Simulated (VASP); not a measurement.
Set up this calculation in VASP 6.6.1, as the native input.

| Property | Result |
| --- | --- |
| Task | single point |
| Functional | PBE |
| Potentials or basis | VASP PAW PBE potentials, release 64 (Ag) |
| Cutoff | 520 eV |
| k mesh | 16 × 16 × 16 |
| Occupations | fermi-dirac, width 0.05 eV |
| Spin | no spin polarisation |
| Dipole correction | no |
| Further INCAR settings | ALGO = Normal; EDIFF = 1e-06; NBANDS = 12 |

The structure of Ag lies in POSCAR:

```
Ag
1.0
    0.0000000000      2.0740021443      2.0740021443
    2.0740021443      0.0000000000      2.0740021443
    2.0740021443      2.0740021443      0.0000000000
Ag
1
Direct
    0.0000000000      0.0000000000      0.0000000000
```

These files were run (other wordings do the same):

INCAR

```
SYSTEM = Ag
PREC = Accurate
ENCUT = 520
EDIFF = 1E-6
ISMEAR = -1
SIGMA = 0.05
LREAL = .FALSE.
LASPH = .TRUE.
NELM = 100
ALGO = Normal
ISIF = 2
LWAVE = .FALSE.
LCHARG = .TRUE.
GGA = PE
LELF = .TRUE.
LVHAR = .TRUE.
NBANDS = 12
```

KPOINTS

```
Automatic mesh
0
G
  16 16 16
  0 0 0
```

Potentials or basis: VASP PAW PBE potentials, release 64 (Ag).

Launch:

```console
$ cat potpaw_PBE.64/Ag/POTCAR > POTCAR
$ mpirun -np 1 vasp_std > vasp.out
```

Results of the run:

```yaml
Pressure: -0.1 GPa
```

Wall time 19 s on 1 thread of Intel(R) Xeon(R) Platinum 8488C (Sapphire Rapids), on a shared host, peak memory 0.16 GiB.
